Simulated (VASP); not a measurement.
# WC (CsCl type) (Pm-3m) in VASP: single point with PBE

Aim: the single point of WC (CsCl type) with PBE.

Everything below comes from runs of VASP 6.6.1. Logs are shortened: lines on timing, memory, paths and dates and some standing lists are left out, and cuts for length are marked.

## (1) The cell of the first run

The structure is cubic, space group Pm-3m (No. 221). The conventional cell has a = 2.727 Å, b = 2.727 Å, c = 2.727 Å, α = 90.00°, β = 90.00°, γ = 90.00°. Within 3.1 Å of W (site symmetry m-3m) lie 8 C at 2.36 Å and 6 W at 2.73 Å. Within 3.1 Å of C (site symmetry m-3m) lie 8 W at 2.36 Å and 6 C at 2.73 Å.

## (2) Single point, PBE

INCAR reads:

```
  PREC = Accurate
  ENCUT = 1300
  EDIFF = 1E-6
  ISMEAR = -1
  SIGMA = 0.08
  LREAL = False
  LASPH = True
  NELM = 120
  ALGO = Normal
  ISIF = 2
  LWAVE = False
  LCHARG = False
  GGA = PE
  NBANDS = 16
  GGA_COMPAT = False
```

KPOINTS reads:

```
Automatic mesh
0
Gamma
  14 14 14
```

POSCAR reads:

```
WC
1.0
    2.7270920957      0.0000000000      0.0000000000
    0.0000000000      2.7270920957      0.0000000000
    0.0000000000      0.0000000000      2.7270920957
W C
1 1
Direct
    0.0000000000      0.0000000000      0.0000000000
    0.5000000000      0.5000000000      0.5000000000
```

Potentials or basis: VASP PAW PBE potentials, release 64 (W_sv, C_h).

Started as:

```bash
> cat potpaw_PBE.64/W_sv/POTCAR potpaw_PBE.64/C_h/POTCAR > POTCAR
> mpirun -np 1 vasp_std > vasp.out
```

OUTCAR:

```text
PREC = Accurate
   ENCUT = 1300
   EDIFF = 1E-6
   ISMEAR = -1
   LREAL = False
   LASPH = True
   NELM = 120
   ISIF = 2
   GGA = PE

 ion  position               nearest neighbor table
   1  0.000  0.000  0.000-   2 2.36   2 2.36   2 2.36   2 2.36   2 2.36   2 2.36   2 2.36   2 2.36

   2  0.500  0.500  0.500-   1 2.36   1 2.36   1 2.36   1 2.36   1 2.36   1 2.36   1 2.36   1 2.36

  LATTYP: Found a simple cubic cell.
 ALAT       =     2.7270920957

  Lattice vectors:

 A1 = (   2.7270920957,   0.0000000000,   0.0000000000)
 A2 = (   0.0000000000,   2.7270920957,   0.0000000000)
 A3 = (   0.0000000000,   0.0000000000,   2.7270920957)

Analysis of symmetry for initial positions (statically):
=====================================================================
 Subroutine PRICEL returns:
 Original cell was already a primitive cell.

 Routine SETGRP: Setting up the symmetry group for a
 simple cubic supercell.

 Subroutine GETGRP returns: Found 48 space group operations
 (whereof 48 operations were pure point group operations)
 out of a pool of 48 trial point group operations.

The static configuration has the point symmetry O_h .

Analysis of symmetry for dynamics (positions and initial velocities):
=====================================================================
 Subroutine PRICEL returns:
 Original cell was already a primitive cell.

 Routine SETGRP: Setting up the symmetry group for a
 simple cubic supercell.

 Subroutine GETGRP returns: Found 48 space group operations
 (whereof 48 operations were pure point group operations)
 out of a pool of 48 trial point group operations.

The dynamic configuration has the point symmetry O_h .

 Subroutine INISYM returns: Found 48 space group operations
 (whereof 48 operations are pure point group operations),
 and found     1 'primitive' translations

----------------------------------------------------------------------------------------

                                     Primitive cell

  volume of cell :      20.2815

  direct lattice vectors                    reciprocal lattice vectors
     2.727092096  0.000000000  0.000000000     0.366690953  0.000000000  0.000000000
     0.000000000  2.727092096  0.000000000     0.000000000  0.366690953  0.000000000
     0.000000000  0.000000000  2.727092096     0.000000000  0.000000000  0.366690953

  length of vectors
     2.727092096  2.727092096  2.727092096     0.366690953  0.366690953  0.366690953

[... 79 lines left out ...]
   NELM   =    120;   NELMIN=  2; NELMDL= -5     # of ELM steps
   EDIFF  = 0.1E-05   stopping-criterion for ELM
   LREAL  =      F    real-space projection
   EDIFFG = 0.1E-04   stopping-criterion for IOM
   NSW    =      0    number of steps for IOM
   IBRION =     -1    ionic relax: 0-MD 1-quasi-New 2-CG
   NFREE  =      0    steps in history (QN), initial steepest desc. (CG)
   ISIF   =      2    stress and relaxation
   ISYM   =      2    0-nonsym 1-usesym 2-fastsym
   POTIM  = 0.5000    time-step for ionic-motion
   TEBEG  =    0.0;   TEEND  =   0.0 temperature during run
   PSTRESS=    0.0 pullay stress
   NELECT =      18.0000    total number of electrons
   NUPDOWN=      -1.0000    fix difference up-down
   EMIN   =  10.00;   EMAX   =-10.00  energy-range for DOS
   EFERMI =   0.00;   METHOD = LEGACY
   ISMEAR =    -1;   SIGMA  =   0.08  broadening in eV -4-tet -1-fermi 0-gaus
   EFERMI_NEDOS =   21; number of points for ismear=-14 and -15
   IALGO  =     38    algorithm
   IMIX   =      4    mixing-type and parameters
     AMIX     =   0.40;   BMIX     =  1.00
     AMIX_MAG =   1.60;   BMIX_MAG =  1.00
  volume/ion in A,a.u.               =      10.14        68.43
  Fermi-wavevector in a.u.,A,eV,Ry     =   1.573255  2.973021 33.676217  2.475132
  Thomas-Fermi vector in A             =   2.674567
   LORBIT       =      0    0 simple, 1 ext, 2 COOP (PROOUT), +10 PAW based schemes
   GGA     = PE    functional components
   LHFCALC =     F    Hartree Fock is set to
   AEXX    =    0.0000 exact exchange contribution
   IVDW    =     0    specifies the selected vdW correction
   LEPSILON=     F    determine dielectric tensor
   LRPA    =     F    only Hartree local field effects (RPA)
 non-spin polarized calculation
  energy-cutoff  :     1300.00
  volume of cell :       20.28
 maximum number of plane-waves:      2206
   NGX = 17   NGY = 17   NGZ = 17

 number of electron      18.0000000 magnetization

 Free energy of the ion-electron system (eV)
  ---------------------------------------------------
  ext. energy  EPLUGINS =         0.00000000
  ---------------------------------------------------
  free energy    TOTEN  =       -20.63545319 eV

  energy without entropy =      -20.61747242  energy(sigma->0) =      -20.62646281

 E-fermi :  12.6402     XC(G=0): -14.0587

 val. band max:       12.6338748303   @ k =   0.4286   0.3571   0.2857
 cond. band min:      12.6460930779   @ k =   0.1429   0.1429   0.0714
 fundamental gap:      0.0122182477
 Fermi energy:        12.6402433518

 k-point     1 :       0.0000    0.0000    0.0000
  band No.  band energies     occupation
      1     -62.1881      2.00000
      2     -25.9889      2.00000
      3     -25.9889      2.00000
      4     -25.9889      2.00000
      5      -2.7174      2.00000
      6       7.5129      2.00000
[... 433 lines left out ...]
      3     -26.2944      2.00000
      4     -25.8772      2.00000
      5       0.3231      2.00000
      6       5.4027      2.00000
[... 8 lines left out ...]
     15      26.2870      0.00000
     16      28.0814      0.00000

 [... further k-points ...]

------------------------ aborting loop because EDIFF is reached ----------------------------------------

  FORCE on cell =-STRESS in cart. coord.  units (eV):
  Direction    XX          YY          ZZ          XY          YZ          ZX
  --------------------------------------------------------------------------------------
  -------------------------------------------------------------------------------------
  Total        0.1562859      0.1562859      0.1562859      0.0000000      0.0000000     -0.0000000
  in kB       12.3461330     12.3461330     12.3461330      0.0000000      0.0000000     -0.0000000
  external PRESSURE =      12.3461330 kB  Pullay stress =       0.0000000 kB

 VOLUME and BASIS-vectors are now :
 -----------------------------------------------------------------------------
  energy-cutoff  :     1300.00
  volume of cell :       20.28
      direct lattice vectors                 reciprocal lattice vectors
     2.727092096  0.000000000  0.000000000     0.366690953  0.000000000  0.000000000
     0.000000000  2.727092096  0.000000000     0.000000000  0.366690953  0.000000000
     0.000000000  0.000000000  2.727092096     0.000000000  0.000000000  0.366690953

 POSITION                                       TOTAL-FORCE (eV/Angst)
 -----------------------------------------------------------------------------------
      0.00000      0.00000      0.00000         0.000000      0.000000      0.000000
      1.36355      1.36355      1.36355         0.000000      0.000000      0.000000
 -----------------------------------------------------------------------------------
    total drift:                                0.000000      0.000000      0.000000

  FREE ENERGIE OF THE ION-ELECTRON SYSTEM (eV)
  ---------------------------------------------------
  free  energy   TOTEN  =       -20.6354531896 eV

  energy  without entropy=      -20.6174724226  energy(sigma->0) =      -20.62646281
```

OSZICAR:

```text
N       E                     dE             d eps       ncg     rms          rms(c)
DAV:   1     0.171590109365E+03    0.17159E+03   -0.16253E+04  3840   0.244E+03
DAV:   2    -0.173904617903E+02   -0.18898E+03   -0.18104E+03  4752   0.505E+02
DAV:   3    -0.235168722120E+02   -0.61264E+01   -0.60512E+01  4184   0.747E+01
DAV:   4    -0.235617787913E+02   -0.44907E-01   -0.44898E-01  4736   0.709E+00
DAV:   5    -0.235620501873E+02   -0.27140E-03   -0.27140E-03  4216   0.566E-01    0.284E+01
DAV:   6    -0.208667539447E+02    0.26953E+01   -0.62282E+00  5144   0.255E+01    0.754E+00
DAV:   7    -0.206729888569E+02    0.19377E+00   -0.10112E+00  4504   0.708E+00    0.654E+00
DAV:   8    -0.206368323616E+02    0.36156E-01   -0.13005E-01  4040   0.346E+00    0.854E-01
DAV:   9    -0.206355033487E+02    0.13290E-02   -0.48823E-03  4200   0.713E-01    0.119E-01
DAV:  10    -0.206354687049E+02    0.34644E-04   -0.51377E-04  4424   0.257E-01    0.931E-02
DAV:  11    -0.206354557376E+02    0.12967E-04   -0.75394E-05  4664   0.780E-02    0.439E-02
DAV:  12    -0.206354533152E+02    0.24224E-05   -0.75588E-06  4488   0.202E-02    0.170E-03
DAV:  13    -0.206354531896E+02    0.12560E-06   -0.39017E-07  2240   0.474E-03
   1 F= -.20635453E+02 E0= -.20626463E+02  d E =-.179808E-01
```

Wall time 42 s (1 thread of Intel Xeon 6975P-C (Granite Rapids), shared host); peak memory 0.29 GiB.

Results:

```yaml
Free_energy: -20.6355 eV
Pressure: 1.2 GPa
Band_gap_on_the_k_mesh: zero (bands 9 and 10 overlap by 7.03 eV)
```

Levels at points of the mesh, in eV from the Fermi level:
```tsv
k point	band 5	band 6	band 7	band 8	band 9	band 10	band 11	band 12	band 13	band 14
(0.00, 0.00, 0.00)	-15.36	-5.13	-5.13	0.05	0.05	0.05	2.87	2.87	2.87	6.99
(0.50, 0.00, 0.00)	-11.27	-9.42	-4.01	-3.37	-3.37	3.39	4.51	6.94	6.94	9.64
(0.50, 0.50, 0.00)	-12.24	-4.48	-4.48	-4.12	-0.02	-0.02	1.20	3.30	5.57	10.22
(0.50, 0.50, 0.50)	-8.28	-8.28	-8.28	-8.16	5.83	5.83	7.67	7.67	7.67	8.13
```

Caveat: spin-orbit coupling is left out, which moves the levels of the heavy elements.
